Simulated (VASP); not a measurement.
# C (C2/m) in VASP: notebook

C is run at these levels: LDA, PBEsol+D3(BJ), BLYP+D3(BJ); tasks: single point, relaxation of cell and atoms.

Program: VASP 6.6.1. These are calculated values, not measurements. Logs are shortened: lines on timing, memory, paths and dates and some standing lists are left out, and cuts for length are marked.

## (1) The cell of the first run

It takes space group C2/m (No. 12, monoclinic). The conventional cell has a = 4.230 Å, b = 2.447 Å, c = 3.620 Å, α = 90.00°, β = 112.37°, γ = 90.00°. Within 1.9 Å of C (site symmetry m) lie 3 C at 1.41 Å.

## (2) Single point, LDA

Input file INCAR:

```
PREC = Accurate
ENCUT = 520
EDIFF = 1E-6
ISMEAR = -1
SIGMA = 0.1
LREAL = False
LASPH = True
NELM = 100
ALGO = Normal
ISIF = 2
LWAVE = False
LCHARG = False
NBANDS = 11
```

Input file KPOINTS:

```
Automatic mesh
0
Gamma
  8 8 5
  0.5 0.5 0
```

Input file POSCAR:

```
C
1.0
    2.1151297105     -1.2236690310     -0.0019835620
    2.1151297105      1.2236690310     -0.0019835620
   -1.3744329963      0.0000000000      3.3488744021
C
2
Direct
    0.8335995320      0.8335995320      0.0001439163
    0.1664004680      0.1664004680      0.9998560837
```

Potentials or basis: VASP PAW LDA potentials, release 64 (C).

The run is started by

```console
$ cat potpaw_LDA.64/C/POTCAR > POTCAR
$ mpirun -np 1 vasp_std > vasp.out
```

OUTCAR:

```text
PREC = Accurate
   ENCUT = 520
   EDIFF = 1E-6
   ISMEAR = -1
   LREAL = False
   LASPH = True
   NELM = 100
   ISIF = 2

 ion  position               nearest neighbor table
   1  0.834  0.834  0.000-   2 1.41   2 1.41   2 1.41
   2  0.166  0.166  1.000-   1 1.41   1 1.41   1 1.41

  LATTYP: Found a base centered monoclinic cell.
 ALAT       =     4.2302612812
 B/A-ratio  =     0.5785311827
 C/A-ratio  =     0.8557268871
 COS(beta)  =    -0.3805504481

  Lattice vectors:

 A1 = (   2.1151297105,  -1.2236690310,  -0.0019835620)
 A2 = (   2.1151297105,   1.2236690310,  -0.0019835620)
 A3 = (  -1.3744329963,   0.0000000000,   3.3488744021)

Analysis of symmetry for initial positions (statically):
=====================================================================
 Subroutine PRICEL returns:
 Original cell was already a primitive cell.

 Routine SETGRP: Setting up the symmetry group for a
 base centered monoclinic supercell.

 Subroutine GETGRP returns: Found  4 space group operations
 (whereof  4 operations were pure point group operations)
 out of a pool of  4 trial point group operations.

The static configuration has the point symmetry C_2h.

Analysis of symmetry for dynamics (positions and initial velocities):
=====================================================================
 Subroutine PRICEL returns:
 Original cell was already a primitive cell.

 Routine SETGRP: Setting up the symmetry group for a
 base centered monoclinic supercell.

 Subroutine GETGRP returns: Found  4 space group operations
 (whereof  4 operations were pure point group operations)
 out of a pool of  4 trial point group operations.

The dynamic configuration has the point symmetry C_2h.

 Subroutine INISYM returns: Found  4 space group operations
 (whereof  4 operations are pure point group operations),
 and found     1 'primitive' translations

----------------------------------------------------------------------------------------

                                     Primitive cell

  volume of cell :      17.3286

  direct lattice vectors                    reciprocal lattice vectors
     2.115129711 -1.223669031 -0.001983562     0.236483141 -0.408607219  0.097056561
     2.115129711  1.223669031 -0.001983562     0.236483141  0.408607219  0.097056561
    -1.374432996  0.000000000  3.348874402     0.000280141  0.000000000  0.298722769

  length of vectors
     2.443592340  2.443592340  3.619948318     0.481979368  0.481979368  0.298722901

  position of ions in fractional coordinates (direct lattice)
     0.833599532  0.833599532  0.000143916
     0.166400468  0.166400468  0.999856084

  ion indices of the primitive-cell ions
   primitive index   ion index
                 1           1
                 2           2

----------------------------------------------------------------------------------------

 KPOINTS: Automatic mesh

Automatic generation of k-mesh.
 Grid dimensions read from file:
 generate k-points for:    8    8    5

 Generating k-lattice:

  Cartesian coordinates                     Fractional coordinates (reciprocal lattice)
     0.029560393 -0.051075902  0.012132070     0.125000000  0.000000000 -0.000000000
     0.029560393  0.051075902  0.012132070     0.000000000  0.125000000 -0.000000000
     0.000056028  0.000000000  0.059744554     0.000000000  0.000000000  0.200000000

  Length of vectors
     0.060247421  0.060247421  0.059744580

  Shift w.r.t. Gamma in fractional coordinates (k-lattice)
     0.500000000  0.500000000  0.000000000

 Subroutine IBZKPT returns following result:
 ===========================================

 Found     92 irreducible k-points:

 Following reciprocal coordinates:
            Coordinates               Weight
  0.062500  0.062500  0.000000      2.000000
  0.187500  0.062500 -0.000000      4.000000
  0.312500  0.062500 -0.000000      4.000000
  0.437500  0.062500 -0.000000      4.000000
 -0.437500  0.062500  0.000000      4.000000
 -0.312500  0.062500  0.000000      4.000000
[... 16 lines left out ...]
  0.312500  0.062500  0.200000      4.000000
  0.437500  0.062500  0.200000      4.000000
 [... further k-points ...]
   k-points           NKPTS =     92   k-points in BZ     NKDIM =     92   number of bands    NBANDS=     11
   number of dos      NEDOS =    301   number of ions     NIONS =      2
   total plane-waves  NPLWV =   9072
   dimension x,y,z NGX =    18 NGY =   18 NGZ =   28
   dimension x,y,z NGXF=    36 NGYF=   36 NGZF=   56
   ions per type =               2
   NGX,Y,Z   is equivalent  to a cutoff of  12.25, 12.25, 12.86 a.u.
   NGXF,Y,Z  is equivalent  to a cutoff of  24.49, 24.49, 25.72 a.u.
 SYSTEM =  unknown system
   PREC   = accura    normal or accurate (medium, high low for compatibility)
   ISTART =      0    job   : 0-new  1-cont  2-samecut
   ICHARG =      2    charge: 1-file 2-atom 10-const
   ISPIN  =      1    spin polarized calculation?
   LNONCOLLINEAR =      F non collinear calculations
   LSORBIT =      F    spin-orbit coupling
   LASPH  =      T    aspherical Exc in radial PAW
   ENCUT  =  520.0 eV  38.22 Ry    6.18 a.u.   4.54  4.54  6.73*2*pi/ulx,y,z
   NELM   =    100;   NELMIN=  2; NELMDL= -5     # of ELM steps
   EDIFF  = 0.1E-05   stopping-criterion for ELM
   LREAL  =      F    real-space projection
   EDIFFG = 0.1E-04   stopping-criterion for IOM
   NSW    =      0    number of steps for IOM
   IBRION =     -1    ionic relax: 0-MD 1-quasi-New 2-CG
   NFREE  =      0    steps in history (QN), initial steepest desc. (CG)
   ISIF   =      2    stress and relaxation
   ISYM   =      2    0-nonsym 1-usesym 2-fastsym
   POTIM  = 0.5000    time-step for ionic-motion
   TEBEG  =    0.0;   TEEND  =   0.0 temperature during run
   PSTRESS=    0.0 pullay stress
   NELECT =       8.0000    total number of electrons
   NUPDOWN=      -1.0000    fix difference up-down
   EMIN   =  10.00;   EMAX   =-10.00  energy-range for DOS
   EFERMI =   0.00;   METHOD = LEGACY
   ISMEAR =    -1;   SIGMA  =   0.10  broadening in eV -4-tet -1-fermi 0-gaus
   EFERMI_NEDOS =   21; number of points for ismear=-14 and -15
   IALGO  =     38    algorithm
   IMIX   =      4    mixing-type and parameters
     AMIX     =   0.40;   BMIX     =  1.00
     AMIX_MAG =   1.60;   BMIX_MAG =  1.00
  volume/ion in A,a.u.               =       8.66        58.47
  Fermi-wavevector in a.u.,A,eV,Ry     =   1.265272  2.391018 21.781752  1.600914
  Thomas-Fermi vector in A             =   2.398534
   LORBIT       =      0    0 simple, 1 ext, 2 COOP (PROOUT), +10 PAW based schemes
   GGA     = CA    functional components
   LHFCALC =     F    Hartree Fock is set to
   AEXX    =    0.0000 exact exchange contribution
   IVDW    =     0    specifies the selected vdW correction
   LEPSILON=     F    determine dielectric tensor
   LRPA    =     F    only Hartree local field effects (RPA)
 non-spin polarized calculation
  energy-cutoff  :      520.00
  volume of cell :       17.33
 maximum number of plane-waves:       480
 NGX is ok and might be reduce to    18
   NGX =  9   NGY =  9   NGZ = 13

 number of electron       8.0000000 magnetization

 Free energy of the ion-electron system (eV)
  ---------------------------------------------------
  ext. energy  EPLUGINS =         0.00000000
  ---------------------------------------------------
  free energy    TOTEN  =       -20.22390190 eV

  energy without entropy =      -20.22312943  energy(sigma->0) =      -20.22351566

 E-fermi :   4.8040     XC(G=0): -10.8178

 val. band max:        4.5569610235   @ k =  -0.3125   0.3125   0.0000
 cond. band min:       5.0624592221   @ k =  -0.3125   0.3125   0.0000
 fundamental gap:      0.5054981986
 Fermi energy:         4.8040097648

 k-point     1 :       0.0625    0.0625    0.0000
  band No.  band energies     occupation
      1     -14.8089      2.00000
      2      -1.9038      2.00000
      3       1.3630      2.00000
      4       1.5593      2.00000
      5       8.7281      0.00000
      6      13.3172      0.00000
      7      13.5637      0.00000
      8      15.9491      0.00000
      9      18.3973      0.00000
     10      27.7590      0.00000
     11      29.3366      0.00000

 k-point     2 :       0.1875    0.0625   -0.0000
  band No.  band energies     occupation
      1     -14.2325      2.00000
      2      -1.3773      2.00000
      3      -0.3934      2.00000
      4       0.4868      2.00000
      5       9.6533      0.00000
      6      13.6162      0.00000
      7      14.2179      0.00000
      8      15.3796      0.00000
      9      19.4204      0.00000
     10      25.9084      0.00000
     11      28.9801      0.00000

 k-point     3 :       0.3125    0.0625   -0.0000
  band No.  band energies     occupation
      1     -12.9157      2.00000
      2      -3.4575      2.00000
      3      -0.8787      2.00000
      4      -0.0888      2.00000
      5      11.0706      0.00000
      6      11.6719      0.00000
      7      13.5420      0.00000
      8      18.6162      0.00000
      9      21.1530      0.00000
     10      23.0398      0.00000
     11      27.0808      0.00000

 k-point     4 :       0.4375    0.0625   -0.0000
  band No.  band energies     occupation
      1     -10.9130      2.00000
      2      -6.6944      2.00000
      3      -1.7678      2.00000
      4       1.7739      2.00000
      5       8.0054      0.00000
      6      13.1699      0.00000
      7      14.4583      0.00000
      8      18.6224      0.00000
      9      21.9151      0.00000
     10      23.6070      0.00000
     11      26.4034      0.00000
[... 239 lines left out ...]
 k-point    22 :       0.1875    0.0625    0.2000
  band No.  band energies     occupation
      1     -14.0710      2.00000
      2      -2.5139      2.00000
      3      -0.4214      2.00000
      4       0.4786      2.00000
      5      12.4608      0.00000
      6      13.6280      0.00000
      7      14.4114      0.00000
      8      15.3391      0.00000
      9      19.2502      0.00000
     10      25.8041      0.00000
     11      28.7453      0.00000

 k-point    23 :       0.3125    0.0625    0.2000
  band No.  band energies     occupation
      1     -12.7529      2.00000
      2      -3.4999      2.00000
      3      -1.1908      2.00000
      4      -0.8930      2.00000
      5      11.4789      0.00000
      6      13.3504      0.00000
      7      14.6817      0.00000
      8      18.4498      0.00000
      9      20.9884      0.00000
     10      23.9836      0.00000
     11      26.8644      0.00000

 k-point    24 :       0.4375    0.0625    0.2000
  band No.  band energies     occupation
      1     -10.7694      2.00000
      2      -6.7327      2.00000
      3      -1.7912      2.00000
      4       0.8861      2.00000
      5       8.2728      0.00000
      6      13.0320      0.00000
      7      16.9433      0.00000
      8      18.1875      0.00000
      9      23.3356      0.00000
     10      23.3825      0.00000
     11      26.6215      0.00000

 [... further k-points ...]
[... 5 lines left out ...]
  --------------------------------------------------------------------------------------
  -------------------------------------------------------------------------------------
  Total        0.1397030      0.1368363     -0.0147550      0.0000000      0.0000000     -0.0000656
  in kB       12.9167650     12.6517137     -1.3642330      0.0000000      0.0000000     -0.0060671
  external PRESSURE =       8.0680819 kB  Pullay stress =       0.0000000 kB

 VOLUME and BASIS-vectors are now :
 -----------------------------------------------------------------------------
  energy-cutoff  :      520.00
  volume of cell :       17.33
      direct lattice vectors                 reciprocal lattice vectors
     2.115129711 -1.223669031 -0.001983562     0.236483141 -0.408607219  0.097056561
     2.115129711  1.223669031 -0.001983562     0.236483141  0.408607219  0.097056561
    -1.374432996  0.000000000  3.348874402     0.000280141  0.000000000  0.298722769

 POSITION                                       TOTAL-FORCE (eV/Angst)
 -----------------------------------------------------------------------------------
      3.52614      0.00000     -0.00283        -0.004196      0.000000     -0.000239
     -0.67032      0.00000      3.34773         0.004196      0.000000      0.000239
 -----------------------------------------------------------------------------------
    total drift:                               -0.000000     -0.000000      0.000000

  FREE ENERGIE OF THE ION-ELECTRON SYSTEM (eV)
  ---------------------------------------------------
  free  energy   TOTEN  =       -20.2239018964 eV

  energy  without entropy=      -20.2231294288  energy(sigma->0) =      -20.22351566
```

Run time: 6.1 s. Hardware: 1 thread of Intel Xeon 6975P-C (Granite Rapids), shared host; peak memory 0.11 GiB.

Results:

- Free energy: -20.2239 eV
- Pressure: 0.8 GPa
- Largest force: 0.004 eV/Å
- Band gap on the k mesh: 0.51 eV, direct

Forces on the atoms (eV/Å):
```
C   -0.004  0.000  0.000
C    0.004  0.000  0.000
```

(Part 1 of 2 ends here.)
